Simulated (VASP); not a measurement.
# LiSb3 in VASP: further runs

Aim: see how the results for LiSb3 move with the level of theory and the settings. Levels: PBE, LDA. Tasks: single point.

All numbers are computed with VASP 6.6.1; they aren't measurements. Logs are shortened: lines on timing, memory, paths and dates and some standing lists are left out, and cuts for length are marked.

### Step 1. The cell of the first run

The typed cell holds 4 atoms: a = 4.681 Å, b = 4.681 Å, c = 4.681 Å, α = 90.00°, β = 90.00°, γ = 90.00°.

### Step 2. Single point, PBE (atoms moved at random)

INCAR reads:

```
ALGO = Normal
EDIFF = 1E-6
ENCUT = 520
GGA = PE
ISIF = 2
ISMEAR = -1
LASPH = T
LCHARG = T
LELF = T
LREAL = F
LVHAR = T
LWAVE = F
NBANDS = 17
NELM = 60
PREC = Accurate
SIGMA = 0.05
```

KPOINTS reads:

```
k-points
0
Gamma
  6 6 6
```

POSCAR reads:

```
LiSb3
1.0
    4.6810210000      0.0000000000      0.0000000000
    0.0000000000      4.6810210000      0.0000000000
    0.0000000000      0.0000000000      4.6810210000
Sb Li
3 1
Direct
    0.4988600000      0.4958010000      0.0097660000
   -0.0071550000      0.5075430000      0.5045520000
    0.5026980000     -0.0037260000      0.4998070000
   -0.0086310000      0.0074290000     -0.0033590000
```

Potentials or basis: VASP PAW PBE potentials, release 64 (Sb, Li_sv).

Launch:

```console
$ cat potpaw_PBE.64/Sb/POTCAR potpaw_PBE.64/Li_sv/POTCAR > POTCAR
$ mpirun -np 1 vasp_std > vasp.out
```

OUTCAR:

```text
EDIFF = 1E-6
   ENCUT = 520
   GGA = PE
   ISIF = 2
   ISMEAR = -1
   LASPH = T
   LREAL = F
   NELM = 60
   PREC = Accurate

 ion  position               nearest neighbor table
   1  0.499  0.496  0.010-   2 3.27   3 3.28   3 3.28   2 3.31   2 3.31   3 3.34   3 3.34   2 3.35

   2  0.993  0.508  0.505-   3 3.24   1 3.27   3 3.31   1 3.31   1 3.31   3 3.32   1 3.35   3 3.38

   3  0.503  0.996  0.500-   2 3.24   1 3.28   1 3.28   2 3.31   2 3.32   1 3.34   1 3.34   2 3.38

   4  0.991  0.007  0.997-

  LATTYP: Found a simple cubic cell.
 ALAT       =     4.6810210000

  Lattice vectors:

 A1 = (   4.6810210000,   0.0000000000,   0.0000000000)
 A2 = (   0.0000000000,   4.6810210000,   0.0000000000)
 A3 = (   0.0000000000,   0.0000000000,   4.6810210000)

Analysis of symmetry for initial positions (statically):
=====================================================================
 Subroutine PRICEL returns:
 Original cell was already a primitive cell.

 Routine SETGRP: Setting up the symmetry group for a
 simple cubic supercell.

 Subroutine GETGRP returns: Found  1 space group operations
 (whereof  1 operations were pure point group operations)
 out of a pool of 48 trial point group operations.

The static configuration has the point symmetry C_1 .

Analysis of symmetry for dynamics (positions and initial velocities):
=====================================================================
 Subroutine PRICEL returns:
 Original cell was already a primitive cell.

 Routine SETGRP: Setting up the symmetry group for a
 simple cubic supercell.

 Subroutine GETGRP returns: Found  1 space group operations
 (whereof  1 operations were pure point group operations)
 out of a pool of 48 trial point group operations.

The dynamic configuration has the point symmetry C_1 .

 Subroutine INISYM returns: Found  1 space group operations
 (whereof  1 operations are pure point group operations),
 and found     1 'primitive' translations

----------------------------------------------------------------------------------------

                                     Primitive cell

  volume of cell :     102.5703

  direct lattice vectors                    reciprocal lattice vectors
     4.681021000  0.000000000  0.000000000     0.213628608  0.000000000  0.000000000
     0.000000000  4.681021000  0.000000000     0.000000000  0.213628608  0.000000000
     0.000000000  0.000000000  4.681021000     0.000000000  0.000000000  0.213628608

  length of vectors
     4.681021000  4.681021000  4.681021000     0.213628608  0.213628608  0.213628608

  position of ions in fractional coordinates (direct lattice)
     0.498860000  0.495801000  0.009766000
     0.992845000  0.507543000  0.504552000
     0.502698000  0.996274000  0.499807000
     0.991369000  0.007429000  0.996641000

  ion indices of the primitive-cell ions
   primitive index   ion index
                 1           1
                 2           2
                 3           3
                 4           4

----------------------------------------------------------------------------------------

 KPOINTS: k-points

Automatic generation of k-mesh.
 Grid dimensions read from file:
 generate k-points for:    6    6    6

 Generating k-lattice:

  Cartesian coordinates                     Fractional coordinates (reciprocal lattice)
     0.035604768  0.000000000  0.000000000     0.166666667  0.000000000  0.000000000
     0.000000000  0.035604768  0.000000000     0.000000000  0.166666667  0.000000000
     0.000000000  0.000000000  0.035604768     0.000000000  0.000000000  0.166666667

  Length of vectors
     0.035604768  0.035604768  0.035604768

  Shift w.r.t. Gamma in fractional coordinates (k-lattice)
     0.000000000  0.000000000  0.000000000

 Subroutine IBZKPT returns following result:
 ===========================================

 Found    112 irreducible k-points:

 Following reciprocal coordinates:
            Coordinates               Weight
  0.000000  0.000000  0.000000      1.000000
  0.166667  0.000000  0.000000      2.000000
  0.000000  0.166667  0.000000      2.000000
  0.000000  0.000000  0.166667      2.000000
  0.333333  0.000000  0.000000      2.000000
  0.000000  0.333333  0.000000      2.000000
[... 16 lines left out ...]
  0.000000 -0.333333  0.166667      2.000000
 -0.166667  0.000000  0.333333      2.000000
 [... further k-points ...]
   k-points           NKPTS =    112   k-points in BZ     NKDIM =    112   number of bands    NBANDS=     17
   number of dos      NEDOS =    301   number of ions     NIONS =      4
   total plane-waves  NPLWV =  46656
   dimension x,y,z NGX =    36 NGY =   36 NGZ =   36
   dimension x,y,z NGXF=    72 NGYF=   72 NGZF=   72
   ions per type =               3   1
   NGX,Y,Z   is equivalent  to a cutoff of  12.79, 12.79, 12.79 a.u.
   NGXF,Y,Z  is equivalent  to a cutoff of  25.57, 25.57, 25.57 a.u.
 SYSTEM =  unknown system
   PREC   = accura    normal or accurate (medium, high low for compatibility)
   ISTART =      0    job   : 0-new  1-cont  2-samecut
   ICHARG =      2    charge: 1-file 2-atom 10-const
   ISPIN  =      1    spin polarized calculation?
   LNONCOLLINEAR =      F non collinear calculations
   LSORBIT =      F    spin-orbit coupling
   LASPH  =      T    aspherical Exc in radial PAW
   ENCUT  =  520.0 eV  38.22 Ry    6.18 a.u.   8.70  8.70  8.70*2*pi/ulx,y,z
   NELM   =     60;   NELMIN=  2; NELMDL= -5     # of ELM steps
   EDIFF  = 0.1E-05   stopping-criterion for ELM
   LREAL  =      F    real-space projection
   EDIFFG = 0.1E-04   stopping-criterion for IOM
   NSW    =      0    number of steps for IOM
   IBRION =     -1    ionic relax: 0-MD 1-quasi-New 2-CG
   NFREE  =      0    steps in history (QN), initial steepest desc. (CG)
   ISIF   =      2    stress and relaxation
   ISYM   =      2    0-nonsym 1-usesym 2-fastsym
   POTIM  = 0.5000    time-step for ionic-motion
   TEBEG  =    0.0;   TEEND  =   0.0 temperature during run
   PSTRESS=    0.0 pullay stress
   NELECT =      18.0000    total number of electrons
   NUPDOWN=      -1.0000    fix difference up-down
   EMIN   =  10.00;   EMAX   =-10.00  energy-range for DOS
   EFERMI =   0.00;   METHOD = LEGACY
   ISMEAR =    -1;   SIGMA  =   0.05  broadening in eV -4-tet -1-fermi 0-gaus
   EFERMI_NEDOS =   21; number of points for ismear=-14 and -15
   IALGO  =     38    algorithm
   IMIX   =      4    mixing-type and parameters
     AMIX     =   0.40;   BMIX     =  1.00
     AMIX_MAG =   1.60;   BMIX_MAG =  1.00
  volume/ion in A,a.u.               =      25.64       173.04
  Fermi-wavevector in a.u.,A,eV,Ry     =   0.916555  1.732037 11.429882  0.840073
  Thomas-Fermi vector in A             =   2.041423
   LORBIT       =      0    0 simple, 1 ext, 2 COOP (PROOUT), +10 PAW based schemes
   GGA     = PE    functional components
   LHFCALC =     F    Hartree Fock is set to
   AEXX    =    0.0000 exact exchange contribution
   IVDW    =     0    specifies the selected vdW correction
   LEPSILON=     F    determine dielectric tensor
   LRPA    =     F    only Hartree local field effects (RPA)
 non-spin polarized calculation
  energy-cutoff  :      520.00
  volume of cell :      102.57
 maximum number of plane-waves:      2800
   NGX = 17   NGY = 17   NGZ = 17

 number of electron      18.0000007 magnetization

 Free energy of the ion-electron system (eV)
  ---------------------------------------------------
  ext. energy  EPLUGINS =         0.00000000
  ---------------------------------------------------
  free energy    TOTEN  =       -14.53813189 eV

  energy without entropy =      -14.51674891  energy(sigma->0) =      -14.52744040

 E-fermi :   6.9021     XC(G=0):  -9.4944

 val. band max:        6.8923338077   @ k =   0.3333  -0.1667   0.1667
 cond. band min:       6.9094560123   @ k =  -0.1667  -0.1667   0.1667
 fundamental gap:      0.0171222046
 Fermi energy:         6.9021355600

 k-point     1 :       0.0000    0.0000    0.0000
  band No.  band energies     occupation
      1     -40.6101      2.00000
      2      -5.3531      2.00000
      3      -0.3815      2.00000
      4      -0.3738      2.00000
      5       2.7194      2.00000
      6       2.7237      2.00000
[... 9 lines left out ...]
     16      12.1511      0.00000
     17      12.3652      0.00000

 k-point     2 :       0.1667    0.0000    0.0000
  band No.  band energies     occupation
      1     -40.6101      2.00000
      2      -5.1891      2.00000
      3      -1.1222      2.00000
      4      -0.3203      2.00000
      5       2.9012      2.00000
      6       2.9060      2.00000
[... 9 lines left out ...]
     16      12.5259      0.00000
     17      13.1964      0.00000

 k-point     3 :       0.0000    0.1667    0.0000
  band No.  band energies     occupation
      1     -40.6101      2.00000
      2      -5.1887      2.00000
      3      -1.1256      2.00000
      4      -0.3180      2.00000
      5       2.9046      2.00000
      6       2.9081      2.00000
[... 9 lines left out ...]
     16      12.5323      0.00000
     17      13.1918      0.00000

 k-point     4 :       0.0000    0.0000    0.1667
  band No.  band energies     occupation
      1     -40.6101      2.00000
      2      -5.1892      2.00000
      3      -1.1245      2.00000
      4      -0.3168      2.00000
      5       2.8983      2.00000
      6       2.9080      2.00000
[... 9 lines left out ...]
     16      12.5275      0.00000
     17      13.2084      0.00000

 k-point     5 :       0.3333    0.0000    0.0000
  band No.  band energies     occupation
      1     -40.6101      2.00000
      2      -4.7307      2.00000
      3      -2.3342      2.00000
      4      -0.1984      2.00000
      5       3.4076      2.00000
      6       3.4157      2.00000
[... 9 lines left out ...]
     16      12.9009      0.00000
     17      13.0706      0.00000

 k-point     6 :       0.0000    0.3333    0.0000
  band No.  band energies     occupation
      1     -40.6101      2.00000
      2      -4.7287      2.00000
      3      -2.3399      2.00000
      4      -0.1961      2.00000
      5       3.4144      2.00000
      6       3.4181      2.00000
[... 9 lines left out ...]
     16      12.9200      0.00000
     17      13.0653      0.00000

 k-point     7 :       0.0000    0.0000    0.3333
  band No.  band energies     occupation
      1     -40.6101      2.00000
      2      -4.7311      2.00000
      3      -2.3350      2.00000
      4      -0.1955      2.00000
      5       3.4076      2.00000
      6       3.4182      2.00000
[... 9 lines left out ...]
     16      12.9309      0.00000
     17      13.0692      0.00000

 k-point     8 :       0.5000    0.0000    0.0000
  band No.  band energies     occupation
      1     -40.6101      2.00000
      2      -4.3098      2.00000
      3      -3.0417      2.00000
      4      -0.1327      2.00000
      5       3.8565      2.00000
      6       3.8690      2.00000
[... 9 lines left out ...]
     16      12.5614      0.00000
     17      12.5940      0.00000
[... 203 lines left out ...]
      1     -40.6101      2.00000
      2      -4.5645      2.00000
      3      -2.2635      2.00000
      4      -0.7097      2.00000
      5       3.2459      2.00000
      6       3.6033      2.00000
[... 9 lines left out ...]
     16      12.3334      0.00000
     17      13.6182      0.00000

 k-point    20 :      -0.1667    0.3333    0.0000
  band No.  band energies     occupation
      1     -40.6101      2.00000
      2      -4.5618      2.00000
      3      -2.2683      2.00000
      4      -0.7106      2.00000
      5       3.2477      2.00000
      6       3.6087      2.00000
[... 9 lines left out ...]
     16      12.3307      0.00000
     17      13.6316      0.00000

 k-point    21 :      -0.3333    0.0000    0.1667
  band No.  band energies     occupation
      1     -40.6101      2.00000
      2      -4.5642      2.00000
      3      -2.2618      2.00000
      4      -0.7127      2.00000
      5       3.2444      2.00000
      6       3.6011      2.00000
[... 9 lines left out ...]
     16      12.3263      0.00000
     17      13.6270      0.00000

 k-point    22 :       0.0000    0.1667    0.3333
  band No.  band energies     occupation
      1     -40.6101      2.00000
      2      -4.5643      2.00000
      3      -2.2622      2.00000
      4      -0.7128      2.00000
      5       3.2448      2.00000
      6       3.6071      2.00000
[... 9 lines left out ...]
     16      12.3235      0.00000
     17      13.6160      0.00000

 k-point    23 :       0.0000   -0.3333    0.1667
  band No.  band energies     occupation
      1     -40.6101      2.00000
      2      -4.5621      2.00000
      3      -2.2687      2.00000
      4      -0.7087      2.00000
      5       3.2438      2.00000
      6       3.6075      2.00000
[... 9 lines left out ...]
     16      12.3246      0.00000
     17      13.6302      0.00000

 k-point    24 :      -0.1667    0.0000    0.3333
  band No.  band energies     occupation
      1     -40.6101      2.00000
      2      -4.5646      2.00000
      3      -2.2625      2.00000
      4      -0.7107      2.00000
      5       3.2441      2.00000
      6       3.6030      2.00000
[... 9 lines left out ...]
     16      12.3321      0.00000
     17      13.6313      0.00000

 [... further k-points ...]

------------------------ aborting loop because EDIFF is reached ----------------------------------------

  FORCE on cell =-STRESS in cart. coord.  units (eV):
  Direction    XX          YY          ZZ          XY          YZ          ZX
  --------------------------------------------------------------------------------------
  -------------------------------------------------------------------------------------
  Total        0.1950673      0.2002089      0.1792117     -0.0122697      0.0006949      0.0102844
  in kB        3.0470051      3.1273190      2.7993366     -0.1916555      0.0108546      0.1606449
  external PRESSURE =       2.9912202 kB  Pullay stress =       0.0000000 kB

 VOLUME and BASIS-vectors are now :
 -----------------------------------------------------------------------------
  energy-cutoff  :      520.00
  volume of cell :      102.57
      direct lattice vectors                 reciprocal lattice vectors
     4.681021000  0.000000000  0.000000000     0.213628608  0.000000000  0.000000000
     0.000000000  4.681021000  0.000000000     0.000000000  0.213628608  0.000000000
     0.000000000  0.000000000  4.681021000     0.000000000  0.000000000  0.213628608

 POSITION                                       TOTAL-FORCE (eV/Angst)
 -----------------------------------------------------------------------------------
      2.33517      2.32085      0.04571        -0.063131     -0.006362     -0.082031
      4.64753      2.37582      2.36182         0.113228     -0.050549      0.035290
      2.35314      4.66358      2.33961        -0.077958      0.055963      0.052130
      4.64062      0.03478      4.66530         0.027860      0.000947     -0.005389
 -----------------------------------------------------------------------------------
    total drift:                                0.000174     -0.000111     -0.000320

  FREE ENERGIE OF THE ION-ELECTRON SYSTEM (eV)
  ---------------------------------------------------
  free  energy   TOTEN  =       -14.5381318930 eV

  energy  without entropy=      -14.5167489053  energy(sigma->0) =      -14.52744040
```

Wall time 66 s (1 thread of Intel Xeon Platinum 8488C (Sapphire Rapids), shared host); peak memory 0.31 GiB.

What came out:

```yaml
Free_energy: -14.5381 eV
Largest_force: 0.129 eV/Å
Band_gap_on_the_k_mesh: zero (band 9 reaches 8.29 eV, above the bottom of band 10 at 5.89 eV)
```

Forces on the atoms (eV/Å):
```
Sb  -0.063 -0.006 -0.082
Sb   0.113 -0.051  0.035
Sb  -0.078  0.056  0.052
Li   0.028  0.001 -0.005
```

Levels at points of the mesh, in eV from the Fermi level:
| k point | band 6 | band 7 | band 8 | band 9 | band 10 | band 11 | band 12 | band 13 |
| --- | --- | --- | --- | --- | --- | --- | --- | --- |
| (0.00, 0.00, 0.00) | -4.18 | -4.18 | 0.71 | 0.82 | 0.83 | 0.90 | 2.63 | 2.64 |
| (0.50, 0.00, 0.00) | -3.03 | -1.58 | -1.55 | -1.22 | -0.98 | -0.64 | 2.54 | 2.55 |
| (0.00, 0.50, 0.00) | -3.03 | -1.58 | -1.55 | -1.22 | -0.99 | -0.65 | 2.55 | 2.55 |
| (0.00, 0.00, 0.50) | -3.03 | -1.56 | -1.54 | -1.21 | -1.01 | -0.65 | 2.54 | 2.55 |
| (0.50, 0.50, 0.00) | -2.43 | -1.39 | -1.07 | -1.02 | -0.89 | -0.87 | 2.79 | 3.72 |
| (0.00, 0.50, 0.50) | -2.43 | -1.42 | -1.07 | -1.03 | -0.88 | -0.84 | 2.80 | 3.71 |
| (0.50, 0.00, 0.50) | -2.43 | -1.45 | -1.06 | -0.98 | -0.91 | -0.84 | 2.78 | 3.72 |
| (0.50, 0.50, 0.50) | -4.67 | -4.66 | -4.66 | 0.46 | 3.97 | 3.98 | 4.33 | 4.33 |

Caveat: the cell differs from its parent crystal (atoms moved at random); the cutoff is under 1.25 times the usual one of these potentials, so pressure, stress and relaxed cells hold a basis-set (Pulay) error; spin-orbit coupling is left out, which moves the levels of the heavy elements.

(Continued in part 2 of 2.)
